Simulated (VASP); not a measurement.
# Mg (P6_3/mmc) in VASP: notebook, part 2 of 2

VASP 6.6.1.

### 3 Relaxation of cell and atoms, r2SCAN

This run uses another cell than the first one, of 22.40 Å³/atom, 0.993 times its volume.

Contents of POSCAR:

```
Mg
1.0
    3.1720232863      0.0000000000      0.0000000000
   -1.5860116431      2.7470527473      0.0000000000
    0.0000000000      0.0000000000      5.1412049000
Mg
2
Direct
    0.3333333300      0.6666666700      0.2500000000
    0.6666666700      0.3333333300      0.7500000000
```

Contents of INCAR.step1:

```
  ALGO = Normal
  EDIFF = 1E-4
  ENCUT = 600
  GGA = PE
  ISMEAR = 0
  LASPH = T
  LCHARG = F
  LREAL = F
  LWAVE = T
  NELM = 100
  PREC = Accurate
  SIGMA = 0.1
```

Contents of INCAR.step2:

```
  ALGO = Normal
  EDIFF = 1E-7
  EDIFFG = -0.005
  ENCUT = 600
  IBRION = 2
  ISIF = 3
  ISMEAR = 0
  ISTART = 1
  LASPH = T
  LCHARG = F
  LMIXTAU = T
  LREAL = F
  LWAVE = F
  METAGGA = R2SCAN
  NELM = 100
  NSW = 100
  PREC = Accurate
  SIGMA = 0.1
```

Contents of KPOINTS:

```
k-points
0
Gamma
  15 15 8
```

Potentials or basis: VASP PAW PBE potentials, release 64 (Mg).

Run with:

```console
$ cat potpaw_PBE.64/Mg/POTCAR > POTCAR
$ cp INCAR.step1 INCAR
$ mpirun -np 1 vasp_std > vasp.out
$ cp INCAR.step2 INCAR
$ mpirun -np 1 vasp_std > vasp.out
```

OUTCAR:

```text
EDIFF = 1E-7
   EDIFFG = -0.005
   ENCUT = 600
   IBRION = 2
   ISIF = 3
   ISMEAR = 0
   ISTART = 1
   LASPH = T
   LREAL = F
   METAGGA = R2SCAN
   NELM = 100
   NSW = 100
   PREC = Accurate

 ion  position               nearest neighbor table
   1  0.333  0.667  0.250-   2 3.16   2 3.16   2 3.16   2 3.16   2 3.16   2 3.16
   2  0.667  0.333  0.750-   1 3.16   1 3.16   1 3.16   1 3.16   1 3.16   1 3.16

  LATTYP: Found a hexagonal cell.
 ALAT       =     3.1720232863
 C/A-ratio  =     1.6207967080

  Lattice vectors:

 A1 = (   3.1720232863,   0.0000000000,   0.0000000000)
 A2 = (  -1.5860116431,   2.7470527473,   0.0000000000)
 A3 = (   0.0000000000,   0.0000000000,   5.1412049000)

[... 253 lines left out ...]
  ---------------------------------------------------
  ext. energy  EPLUGINS =         0.00000000
  ---------------------------------------------------
  free energy    TOTEN  =        -8.30042777 eV

  energy without entropy =       -8.29669037  energy(sigma->0) =       -8.29855907

 E-fermi :   2.7744     XC(G=0):  -9.1179

 val. band max:        2.7610336070   @ k =   0.1333   0.1333   0.0000
 cond. band min:       2.8389155739   @ k =   0.2000   0.0667   0.0000
 fundamental gap:      0.0778819668
 Fermi energy:         2.7743986465

 k-point     1 :       0.0000    0.0000    0.0000
  band No.  band energies     occupation
      1      -4.7223      2.00000
      2       0.9206      2.00000
      3       1.7324      2.00000
      4      14.4454      0.00000
      5      14.4454      0.00000
      6      14.6140      0.00000
[... 199 lines left out ...]
 k-point    24 :       0.4000    0.2000    0.0000
  band No.  band energies     occupation
      1       0.9144      2.00000
      2       1.0847      2.00000
      3       4.7275      0.00000
      4       6.2217      0.00000
      5       6.5384      0.00000
      6       7.0390      0.00000

 [... further k-points ...]
[... 5 lines left out ...]
  --------------------------------------------------------------------------------------
  -------------------------------------------------------------------------------------
  Total       -0.0028376     -0.0028376     -0.0015351     -0.0000000      0.0000000      0.0000000
  in kB       -0.1014696     -0.1014696     -0.0548948     -0.0000000      0.0000000      0.0000000
  external PRESSURE =      -0.0859447 kB  Pullay stress =       0.0000000 kB
[... 17 lines left out ...]
  FREE ENERGIE OF THE ION-ELECTRON SYSTEM (eV)
  ---------------------------------------------------
  free  energy   TOTEN  =        -8.3004277657 eV

  energy  without entropy=       -8.2966903677  energy(sigma->0) =       -8.29855907

 reached required accuracy - stopping structural energy minimisation
```

OUTCAR.step1:

```text
EDIFF = 1E-4
   ENCUT = 600
   GGA = PE
   ISMEAR = 0
   LASPH = T
[... 440 lines left out ...]
 -----------------------------------------------------------------------------------
     -0.00000      1.83137      1.28530        -0.000000      0.000000      0.000000
      1.58601      0.91568      3.85590         0.000000     -0.000000      0.000000
 -----------------------------------------------------------------------------------
    total drift:                                0.000000     -0.000000      0.000000

  FREE ENERGIE OF THE ION-ELECTRON SYSTEM (eV)
  ---------------------------------------------------
  free  energy   TOTEN  =        -3.0122099025 eV

  energy  without entropy=       -3.0075050357  energy(sigma->0) =       -3.00985747
```

OSZICAR.step1:

```text
N       E                     dE             d eps       ncg     rms          rms(c)
DAV:   1     0.227762733083E+00    0.22776E+00   -0.14608E+03  1620   0.539E+02
DAV:   2    -0.300331776356E+01   -0.32311E+01   -0.30221E+01  2172   0.307E+01
DAV:   3    -0.302591438983E+01   -0.22597E-01   -0.22447E-01  2310   0.335E+00
DAV:   4    -0.302598576895E+01   -0.71379E-04   -0.71365E-04  2178   0.156E-01
DAV:   5    -0.302598617491E+01   -0.40596E-06   -0.40560E-06  2280   0.848E-03    0.960E-01
DAV:   6    -0.301968476562E+01    0.63014E-02   -0.56145E-04  1980   0.285E-01    0.614E-01
DAV:   7    -0.301219896027E+01    0.74858E-02   -0.21648E-03  1770   0.492E-01    0.337E-02
DAV:   8    -0.301220990248E+01   -0.10942E-04   -0.12435E-05  1314   0.330E-02
   1 F= -.30122099E+01 E0= -.30098575E+01  d E =-.470487E-02
```

Run time: 8 min. Hardware: 1 thread of AMD EPYC 7R43 (Zen 3), shared host; peak memory 0.19 GiB.

What came out:

```
Free energy                            : -8.3004 eV
Relaxed volume                         : 22.40 Å³/atom
Relaxed cell                           : a = 3.187 Å, b = 3.187 Å, c = 5.094 Å, α = 90.00°, β = 90.00°, γ = 120.00°
Space group after relaxing (to 0.05 Å) : P6_3/mmc (No. 194)
Energy gained by relaxing              : 0.5 meV/atom
Ionic steps                            : 3
Pressure after relaxing                : 0.0 GPa
Band gap on the k mesh                 : zero (band 2 reaches 3.68 eV, above the bottom of band 3 at 1.73 eV)
```

The path:
```
step  energy change (eV)  largest force (eV/Å)  pressure (GPa)  volume (Å³)
   1              0.0000                0.0000            0.00        44.80
   2             -0.0007                0.0000            0.00        44.80
   3             -0.0011                0.0000           -0.01        44.80
```

Final structure:
```
Mg
1.0
     3.18696    0.00000    0.00000
    -1.59348    2.75999    0.00000
     0.00000    0.00000    5.09378
Mg
2
Direct
  0.33333 0.66667 0.25000
  0.66667 0.33333 0.75000
```

Levels at points of the mesh, in eV from the Fermi level:
```
           k point  band 1  band 2  band 3  band 4  band 5
(0.00, 0.00, 0.00)   -7.50   -1.85   -1.04   11.67   11.67
(0.00, 0.00, 0.50)   -5.96   -5.96    5.72    5.72   12.45
```

Caveat: the PAW data sets were made with another functional, which shifts forces and pressure a little.

### 4 Single point, r2SCAN

This run uses another cell than the first one, of 22.40 Å³/atom, 0.993 times its volume.

POSCAR is that of step 3.

Contents of INCAR.step1:

```
PREC = Accurate
ENCUT = 520
ISMEAR = 0
SIGMA = 0.1
LREAL = False
LASPH = True
NELM = 100
NBANDS = 9
GGA = PE
ALGO = Normal
EDIFF = 1E-4
LWAVE = True
LCHARG = False
```

Contents of INCAR.step2:

```
PREC = Accurate
ENCUT = 520
EDIFF = 1E-6
ISMEAR = 0
SIGMA = 0.1
LREAL = False
LASPH = True
NELM = 100
ALGO = Normal
ISIF = 2
LWAVE = False
LCHARG = False
METAGGA = R2SCAN
LMIXTAU = True
NBANDS = 9
ISTART = 1
```

Contents of KPOINTS:

```
regular mesh
0
Gamma
  6 6 4
```

Potentials or basis: VASP PAW PBE potentials, release 64 (Mg).

Run with:

```console
$ cat potpaw_PBE.64/Mg/POTCAR > POTCAR
$ cp INCAR.step1 INCAR
$ mpirun -np 1 vasp_std > vasp.out
$ cp INCAR.step2 INCAR
$ mpirun -np 1 vasp_std > vasp.out
```

OUTCAR:

```text
PREC = Accurate
   ENCUT = 520
   EDIFF = 1E-6
   ISMEAR = 0
   LREAL = False
   LASPH = True
   NELM = 100
   ISIF = 2
   METAGGA = R2SCAN
   ISTART = 1

 ion  position               nearest neighbor table
   1  0.333  0.667  0.250-   2 3.16   2 3.16   2 3.16   2 3.16   2 3.16   2 3.16
   2  0.667  0.333  0.750-   1 3.16   1 3.16   1 3.16   1 3.16   1 3.16   1 3.16

  LATTYP: Found a hexagonal cell.
 ALAT       =     3.1720232863
 C/A-ratio  =     1.6207967080

  Lattice vectors:

 A1 = (   3.1720232863,   0.0000000000,   0.0000000000)
 A2 = (  -1.5860116431,   2.7470527473,   0.0000000000)
 A3 = (   0.0000000000,   0.0000000000,   5.1412049000)

Analysis of symmetry for initial positions (statically):
=====================================================================
 Subroutine PRICEL returns:
 Original cell was already a primitive cell.

 Routine SETGRP: Setting up the symmetry group for a
 hexagonal supercell.

 Subroutine GETGRP returns: Found 24 space group operations
 (whereof 12 operations were pure point group operations)
 out of a pool of 24 trial point group operations.
[... 166 lines left out ...]
 fundamental gap:      0.1271973934
 Fermi energy:         2.5725637004

 k-point     1 :       0.0000    0.0000    0.0000
  band No.  band energies     occupation
      1      -4.7234      2.00000
      2       0.8372      2.00000
      3       1.5972      2.00000
      4      14.6059      0.00000
      5      14.6059      0.00000
      6      14.8121      0.00000
      7      14.8121      0.00000
      8      15.5342      0.00000
      9      17.4566      0.00000
[... 229 lines left out ...]
 k-point    21 :       0.3333    0.3333    0.5000
  band No.  band energies     occupation
      1       2.9321      0.00000
      2       2.9321      0.00000
      3       3.3703      0.00000
      4       3.3703      0.00000
      5       4.6989      0.00000
      6       4.6989      0.00000
      7      14.7756      0.00000
      8      14.7756      0.00000
      9      14.7997      0.00000

------------------------ aborting loop because EDIFF is reached ----------------------------------------

  FORCE on cell =-STRESS in cart. coord.  units (eV):
  Direction    XX          YY          ZZ          XY          YZ          ZX
  --------------------------------------------------------------------------------------
  -------------------------------------------------------------------------------------
  Total       -0.0490021     -0.0490021      0.2415606     -0.0000000      0.0000000     -0.0000000
  in kB       -1.7524950     -1.7524950      8.6390982     -0.0000000      0.0000000     -0.0000000
  external PRESSURE =       1.7113694 kB  Pullay stress =       0.0000000 kB

 VOLUME and BASIS-vectors are now :
 -----------------------------------------------------------------------------
  energy-cutoff  :      520.00
  volume of cell :       44.80
      direct lattice vectors                 reciprocal lattice vectors
     3.172023286  0.000000000  0.000000000     0.315256198  0.182013251  0.000000000
    -1.586011643  2.747052747  0.000000000     0.000000000  0.364026501  0.000000000
     0.000000000  0.000000000  5.141204900     0.000000000  0.000000000  0.194506934

 POSITION                                       TOTAL-FORCE (eV/Angst)
 -----------------------------------------------------------------------------------
     -0.00000      1.83137      1.28530         0.000000     -0.000000      0.000000
      1.58601      0.91568      3.85590        -0.000000      0.000000      0.000000
 -----------------------------------------------------------------------------------
    total drift:                                0.000000     -0.000000      0.000000

  FREE ENERGIE OF THE ION-ELECTRON SYSTEM (eV)
  ---------------------------------------------------
  free  energy   TOTEN  =        -8.2300012261 eV

  energy  without entropy=       -8.2236413507  energy(sigma->0) =       -8.22682129
```

OUTCAR.step1:

```text
PREC = Accurate
   ENCUT = 520
   ISMEAR = 0
   LREAL = False
   LASPH = True
[... 471 lines left out ...]
     -0.00000      1.83137      1.28530         0.000000      0.000000      0.000000
      1.58601      0.91568      3.85590        -0.000000     -0.000000      0.000000
 -----------------------------------------------------------------------------------
    total drift:                                0.000000     -0.000000      0.000000

  FREE ENERGIE OF THE ION-ELECTRON SYSTEM (eV)
  ---------------------------------------------------
  free  energy   TOTEN  =        -2.9476624840 eV

  energy  without entropy=       -2.9405676999  energy(sigma->0) =       -2.94411509
```

Wall time 59 s (1 thread of AMD EPYC 7R43 (Zen 3), shared host); peak memory 0.13 GiB.

What came out:

```yaml
Free_energy: -8.2300 eV
Pressure: 0.2 GPa
Band_gap_on_the_k_mesh: zero (band 2 reaches 3.02 eV, above the bottom of band 3 at 1.60 eV)
```

Stress tensor (GPa, compression positive):
```
-0.18  0.00  0.00
 0.00 -0.18  0.00
 0.00  0.00  0.86
```

Levels at points of the mesh, in eV from the Fermi level:
```tsv
k point	band 1	band 2	band 3	band 4	band 5	band 6
(0.00, 0.00, 0.00)	-7.30	-1.74	-0.98	12.03	12.03	12.24
(0.50, 0.00, 0.00)	-2.22	-2.03	3.06	3.33	3.86	4.29
(0.00, 0.00, 0.50)	-5.79	-5.79	5.70	5.70	12.80	12.80
(0.50, 0.00, 0.50)	-1.08	-1.08	-0.18	-0.18	8.82	8.82
```

Caveat: the k points lie up to 0.38 Å⁻¹ apart; the PAW data sets were made with another functional, which shifts forces and pressure a little.

### 5 The runs side by side

| task | cell | k mesh | cutoff (eV) | gap on the mesh (eV) | pressure (GPa) |
| --- | --- | --- | --- | --- | --- |
| single point | a = 3.194, b = 3.194, c = 5.104 Å, angles 90.0, 90.0, 120.0°, 2 atoms | 15 × 15 × 8 | 520 | none | -0.3 |
| relaxation of cell and atoms | relaxed from a = 3.172, b = 3.172, c = 5.141 Å, angles 90.0, 90.0, 120.0°, 2 atoms | 15 × 15 × 8 | 600 | none | 0.0 |
| single point | a = 3.172, b = 3.172, c = 5.141 Å, angles 90.0, 90.0, 120.0°, 2 atoms | 6 × 6 × 4 | 520 | none | 0.2 |

Alike in all rows: level r2SCAN; potentials or basis VASP PAW PBE potentials, release 64 (Mg); no spin polarisation; smearing gaussian 0.1 eV.

Caveats: some runs use coarse meshes; the PAW data sets were made with another functional, which shifts forces and pressure a little.

Total energies depend on the potentials used, so only differences within one code and one set of settings carry meaning.
